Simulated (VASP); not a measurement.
# ZnS in VASP: further runs, part 2 of 2

VASP 6.6.1. The steps go on from the part before.

### Step 3. Electric field gradients, PBE (equal xx and yy strain of +2 %)

The input, INCAR:

```
SYSTEM = ZnS
PREC     = Accurate       ! precision mode
ENCUT    = 520            ! plane-wave cutoff, eV
EDIFF    = 1E-8           ! SCF threshold, eV
ISMEAR   = -1             ! smearing method
SIGMA    = 0.01           ! smearing width, eV
LREAL    = .FALSE.        ! projectors in reciprocal space
LASPH    = .TRUE.         ! aspherical terms in the spheres
NELM     = 80             ! most SCF steps
ALGO     = Normal         ! electronic algorithm
ISIF     = 2              ! what is computed and relaxed
LWAVE    = .FALSE.        ! write WAVECAR
LCHARG   = .FALSE.        ! write CHGCAR
GGA      = PE             ! functional
LEFG     = .TRUE.       
NBANDS   = 16             ! bands
```

The input, KPOINTS:

```
regular mesh
0
G
  8 8 8
  0 0 0
```

The input, POSCAR:

```
ZnS
1.0
    0.0000000000      2.7587430000      2.7046500000
    2.7587430000      0.0000000000      2.7046500000
    2.7587430000      2.7587430000      0.0000000000
Zn S
1 1
Direct
    0.0000000000      0.0000000000      0.0000000000
    0.7500000000      0.7500000000      0.7500000000
```

Potentials or basis: VASP PAW PBE potentials, release 64 (Zn, S).

The run is started by

```console
$ cat potpaw_PBE.64/Zn/POTCAR potpaw_PBE.64/S/POTCAR > POTCAR
$ mpirun -np 1 vasp_std > vasp.out
```

OUTCAR:

```text
SYSTEM = ZnS
   PREC = Accurate
   ENCUT = 520
   EDIFF = 1E-8
   ISMEAR = -1
   LREAL = .FALSE.
   LASPH = .TRUE.
   NELM = 80
   ISIF = 2
   GGA = PE

 ion  position               nearest neighbor table
   1  0.000  0.000  0.000-   2 2.37   2 2.37   2 2.37   2 2.37
   2  0.750  0.750  0.750-   1 2.37   1 2.37   1 2.37   1 2.37

  LATTYP: Found a body centered tetragonal cell.
 ALAT       =     3.9014517657
 C/A-ratio  =     1.3864838847

  Lattice vectors:

 A1 = (   0.0000000000,  -2.7587430000,  -2.7046500000)
 A2 = (   0.0000000000,   2.7587430000,  -2.7046500000)
 A3 = (   2.7587430000,   0.0000000000,   2.7046500000)

Analysis of symmetry for initial positions (statically):
=====================================================================
 Subroutine PRICEL returns:
 Original cell was already a primitive cell.

 Routine SETGRP: Setting up the symmetry group for a
 body centered tetragonal supercell.

 Subroutine GETGRP returns: Found  8 space group operations
 (whereof  8 operations were pure point group operations)
 out of a pool of 16 trial point group operations.

The static configuration has the point symmetry D_2d.

Analysis of symmetry for dynamics (positions and initial velocities):
=====================================================================
 Subroutine PRICEL returns:
 Original cell was already a primitive cell.

 Routine SETGRP: Setting up the symmetry group for a
 body centered tetragonal supercell.

 Subroutine GETGRP returns: Found  8 space group operations
 (whereof  8 operations were pure point group operations)
 out of a pool of 16 trial point group operations.

The dynamic configuration has the point symmetry D_2d.

 Subroutine INISYM returns: Found  8 space group operations
 (whereof  8 operations are pure point group operations),
 and found     1 'primitive' translations

----------------------------------------------------------------------------------------

                                     Primitive cell

  volume of cell :      41.1684

  direct lattice vectors                    reciprocal lattice vectors
     0.000000000  2.758743000  2.704650000    -0.181241964  0.181241964  0.184866803
     2.758743000  0.000000000  2.704650000     0.181241964 -0.181241964  0.184866803
     2.758743000  2.758743000  0.000000000     0.181241964  0.181241964 -0.184866803

  length of vectors
     3.863391588  3.863391588  3.901451766     0.316026952  0.316026952  0.316026952

  position of ions in fractional coordinates (direct lattice)
     0.000000000  0.000000000  0.000000000
     0.750000000  0.750000000  0.750000000

  ion indices of the primitive-cell ions
   primitive index   ion index
                 1           1
                 2           2

----------------------------------------------------------------------------------------

 KPOINTS: regular mesh

Automatic generation of k-mesh.
 Grid dimensions read from file:
[... 73 lines left out ...]
   POTIM  = 0.5000    time-step for ionic-motion
   TEBEG  =    0.0;   TEEND  =   0.0 temperature during run
   PSTRESS=    0.0 pullay stress
   NELECT =      18.0000    total number of electrons
   NUPDOWN=      -1.0000    fix difference up-down
   EMIN   =  10.00;   EMAX   =-10.00  energy-range for DOS
   EFERMI =   0.00;   METHOD = LEGACY
   ISMEAR =    -1;   SIGMA  =   0.01  broadening in eV -4-tet -1-fermi 0-gaus
   EFERMI_NEDOS =   21; number of points for ismear=-14 and -15
   IALGO  =     38    algorithm
   IMIX   =      4    mixing-type and parameters
     AMIX     =   0.40;   BMIX     =  1.00
     AMIX_MAG =   1.60;   BMIX_MAG =  1.00
  volume/ion in A,a.u.               =      20.58       138.91
  Fermi-wavevector in a.u.,A,eV,Ry     =   1.242542  2.348064 21.006186  1.543911
  Thomas-Fermi vector in A             =   2.376892
   LORBIT       =      0    0 simple, 1 ext, 2 COOP (PROOUT), +10 PAW based schemes
   GGA     = PE    functional components
   LHFCALC =     F    Hartree Fock is set to
   AEXX    =    0.0000 exact exchange contribution
   IVDW    =     0    specifies the selected vdW correction
   LEPSILON=     F    determine dielectric tensor
   LRPA    =     F    only Hartree local field effects (RPA)
 non-spin polarized calculation
  energy-cutoff  :      520.00
  volume of cell :       41.17
 maximum number of plane-waves:      1120
 NGX is ok and might be reduce to    30
   NGX = 15   NGY = 15   NGZ = 15

 number of electron      18.0000002 magnetization

 Free energy of the ion-electron system (eV)
  ---------------------------------------------------
  ext. energy  EPLUGINS =         0.00000000
  ---------------------------------------------------
  free energy    TOTEN  =        -6.84822301 eV

  energy without entropy =       -6.84822301  energy(sigma->0) =       -6.84822301

 E-fermi :   1.9699     XC(G=0):  -9.4315

 val. band max:        1.7624476821   @ k =   0.0000   0.0000   0.0000
 cond. band min:       3.6483340472   @ k =   0.0000   0.0000   0.0000
 fundamental gap:      1.8858863652
 Fermi energy:         1.9699233302

 k-point     1 :       0.0000    0.0000    0.0000
  band No.  band energies     occupation
      1     -11.1323      2.00000
      2      -4.4628      2.00000
      3      -4.4628      2.00000
      4      -4.4520      2.00000
      5      -4.0129      2.00000
      6      -4.0086      2.00000
[... 433 lines left out ...]
      3      -4.3367      2.00000
      4      -4.2662      2.00000
      5      -4.0097      2.00000
      6      -3.9816      2.00000
[... 8 lines left out ...]
     15      14.2917      0.00000
     16      14.6791      0.00000

 [... further k-points ...]

------------------------ aborting loop because EDIFF is reached ----------------------------------------

  FORCE on cell =-STRESS in cart. coord.  units (eV):
  Direction    XX          YY          ZZ          XY          YZ          ZX
  --------------------------------------------------------------------------------------
  -------------------------------------------------------------------------------------
  Total       -0.3878804     -0.3878804     -0.1849696      0.0000000      0.0000000      0.0000000
  in kB      -15.0954079    -15.0954079     -7.1985894      0.0000000      0.0000000      0.0000000
  external PRESSURE =     -12.4631350 kB  Pullay stress =       0.0000000 kB

 VOLUME and BASIS-vectors are now :
 -----------------------------------------------------------------------------
  energy-cutoff  :      520.00
  volume of cell :       41.17
      direct lattice vectors                 reciprocal lattice vectors
     0.000000000  2.758743000  2.704650000    -0.181241964  0.181241964  0.184866803
     2.758743000  0.000000000  2.704650000     0.181241964 -0.181241964  0.184866803
     2.758743000  2.758743000  0.000000000     0.181241964  0.181241964 -0.184866803

 POSITION                                       TOTAL-FORCE (eV/Angst)
 -----------------------------------------------------------------------------------
      0.00000      0.00000      0.00000         0.000000      0.000000     -0.000000
      4.13811      4.13811      4.05697        -0.000000     -0.000000      0.000000
 -----------------------------------------------------------------------------------
    total drift:                                0.000000      0.000000     -0.000000

  FREE ENERGIE OF THE ION-ELECTRON SYSTEM (eV)
  ---------------------------------------------------
  free  energy   TOTEN  =        -6.8482230100 eV

  energy  without entropy=       -6.8482230100  energy(sigma->0) =       -6.84822301

 Electric field gradients (V/A^2)
---------------------------------------------------------------------
 ion       V_xx      V_yy      V_zz      V_xy      V_xz      V_yz
---------------------------------------------------------------------
   1      -1.687    -1.687     3.375     0.003     0.005     0.005
   2       1.957     1.957    -3.915    -0.000    -0.000    -0.000
---------------------------------------------------------------------

 Electric field gradients after diagonalization (V/A^2)
 (convention: |V_zz| > |V_xx| > |V_yy|)
----------------------------------------------------------------------
 ion       V_xx      V_yy      V_zz     asymmetry (V_yy - V_xx)/ V_zz
----------------------------------------------------------------------
   1      -1.691    -1.684     3.375       0.002
   2       1.958     1.957    -3.915       0.000
----------------------------------------------------------------------

           NMR quadrupolar parameters

 Cq : quadrupolar parameter    Cq=e*Q*V_zz/h
 eta: asymmetry parameters     (V_yy - V_xx)/ V_zz
 Q  : nuclear electric quadrupole moment in mb (millibarn)
----------------------------------------------------------------------
 ion       Cq(MHz)       eta       Q (mb)
----------------------------------------------------------------------
   1       0.008       0.002       1.000
   2      -0.009       0.000       1.000
----------------------------------------------------------------------
```

Wall time 32 s (1 thread of Intel Xeon Platinum 8559C (Emerald Rapids), shared host); peak memory 0.18 GiB.

What came out:

```
Free energy            : -6.8482 eV
Pressure               : -1.2 GPa
Band gap on the k mesh : 1.89 eV, direct
```

Levels at points of the mesh, in eV from the valence-band top:
```
           k point  band 5  band 6  band 7  band 8  band 9  band 10  band 11  band 12  band 13  band 14
(0.00, 0.00, 0.00)   -5.78   -5.77   -0.06   -0.06    0.00     1.89     6.38     6.38     6.38    11.51
(0.50, 0.00, 0.00)   -5.74   -5.59   -5.06   -0.90   -0.80     3.18     6.82     6.99     8.67    11.93
(0.50, 0.50, 0.00)   -5.70   -5.55   -4.36   -2.18   -2.18     3.40     3.90    10.78    11.61    11.61
(0.50, 0.00, 0.50)   -5.71   -5.58   -4.47   -2.10   -2.06     3.49     4.09    10.57    11.56    11.71
```

Electric field gradients, principal values (V/Å²):
| atom | least | middle | greatest (by size) |
| --- | --- | --- | --- |
| 1 Zn | -1.684 | -1.691 | 3.375 |
| 2 S | 1.957 | 1.958 | -3.915 |

Caveat: the cell differs from its parent crystal (equal xx and yy strain of +2 %); without QUAD_EFG the Cq values of the log hold for a quadrupole moment of 1 mb, not for the nuclei.

### Step 4. Electric field gradients, PBE (volume scaled by 0.94)

The input, INCAR:

```
SYSTEM = ZnS
PREC = Accurate
ENCUT = 520
EDIFF = 1E-8
ISMEAR = -1
SIGMA = 0.01
LREAL = .False.
LASPH = .True.
NELM = 100
ALGO = Normal
ISIF = 2
LWAVE = .False.
LCHARG = .False.
GGA = PE
LEFG = .True.
NBANDS = 16
```

The input, KPOINTS:

```
regular mesh
0
Gamma
  8 8 8
  0 0 0
```

The input, POSCAR:

```
ZnS
1.0
    0.0000000000      2.6494375689      2.6494375689
    2.6494375689      0.0000000000      2.6494375689
    2.6494375689      2.6494375689      0.0000000000
Zn S
1 1
Direct
    0.0000000000      0.0000000000      0.0000000000
    0.7500000000      0.7500000000      0.7500000000
```

Potentials or basis: VASP PAW PBE potentials, release 64 (Zn, S).

The run is started by

```console
$ cat potpaw_PBE.64/Zn/POTCAR potpaw_PBE.64/S/POTCAR > POTCAR
$ mpirun -np 1 vasp_std > vasp.out
```

OUTCAR:

```text
SYSTEM = ZnS
   PREC = Accurate
   ENCUT = 520
   EDIFF = 1E-8
   ISMEAR = -1
   LREAL = .False.
   LASPH = .True.
   NELM = 100
   ISIF = 2
   GGA = PE

 ion  position               nearest neighbor table
   1  0.000  0.000  0.000-   2 2.29   2 2.29   2 2.29   2 2.29
   2  0.750  0.750  0.750-   1 2.29   1 2.29   1 2.29   1 2.29

  LATTYP: Found a face centered cubic cell.
 ALAT       =     5.2988751378

  Lattice vectors:

 A1 = (   0.0000000000,   2.6494375689,   2.6494375689)
 A2 = (   2.6494375689,   0.0000000000,   2.6494375689)
[... 667 lines left out ...]
  ---------------------------------------------------
  free  energy   TOTEN  =        -6.7873547893 eV

  energy  without entropy=       -6.7873547893  energy(sigma->0) =       -6.78735479

 Electric field gradients (V/A^2)
---------------------------------------------------------------------
 ion       V_xx      V_yy      V_zz      V_xy      V_xz      V_yz
---------------------------------------------------------------------
   1      -0.000    -0.000    -0.000     0.001     0.001     0.001
   2       0.000    -0.000    -0.000    -0.000    -0.000    -0.000
---------------------------------------------------------------------

 Electric field gradients after diagonalization (V/A^2)
 (convention: |V_zz| > |V_xx| > |V_yy|)
----------------------------------------------------------------------
 ion       V_xx      V_yy      V_zz     asymmetry (V_yy - V_xx)/ V_zz
----------------------------------------------------------------------
   1      -0.001    -0.001     0.002       0.000
   2       0.000     0.000    -0.001       0.000
----------------------------------------------------------------------

           NMR quadrupolar parameters

 Cq : quadrupolar parameter    Cq=e*Q*V_zz/h
 eta: asymmetry parameters     (V_yy - V_xx)/ V_zz
 Q  : nuclear electric quadrupole moment in mb (millibarn)
----------------------------------------------------------------------
 ion       Cq(MHz)       eta       Q (mb)
----------------------------------------------------------------------
   1       0.000       0.000       1.000
   2      -0.000       0.000       1.000
----------------------------------------------------------------------
```

It took 10 s on 1 thread of AMD EPYC 9R45 (Zen 5), shared host; peak memory 0.13 GiB.

What came out:

```yaml
Free_energy: -6.7874 eV
Pressure: 6.9 GPa
Band_gap_on_the_k_mesh: 2.38 eV, direct
```

Levels at points of the mesh, in eV from the valence-band top:
| k point | band 6 | band 7 | band 8 | band 9 | band 10 | band 11 | band 12 | band 13 |
| --- | --- | --- | --- | --- | --- | --- | --- | --- |
| (0.00, 0.00, 0.00) | -6.02 | 0.00 | 0.00 | 0.00 | 2.38 | 6.35 | 6.35 | 6.35 |
| (0.50, 0.00, 0.00) | -5.82 | -5.67 | -0.95 | -0.95 | 3.42 | 6.89 | 6.89 | 9.09 |
| (0.50, 0.50, 0.00) | -5.79 | -4.79 | -2.44 | -2.44 | 3.27 | 4.06 | 11.41 | 12.37 |

Caveat: without QUAD_EFG the Cq values of the log hold for a quadrupole moment of 1 mb, not for the nuclei.

### Step 5. The runs side by side

| cell | gap on the mesh (eV) | pressure (GPa) |
| --- | --- | --- |
| a = 3.883, b = 3.883, c = 3.825 Å, angles 60.5, 60.5, 59.0°, 2 atoms | 1.93 | -0.6 |
| a = 3.863, b = 3.863, c = 3.901 Å, angles 59.7, 59.7, 60.7°, 2 atoms | 1.89 | -1.2 |
| a = 3.747 Å, angles 60.0°, 2 atoms | 2.38 | 6.9 |

Alike in all rows: task electric field gradients; level PBE; potentials or basis VASP PAW PBE potentials, release 64 (Zn, S); no spin polarisation; k mesh 8 × 8 × 8; cutoff (eV) 520; smearing fermi-dirac 0.01 eV.

Absolute energies hang on the potentials; compare differences alone.
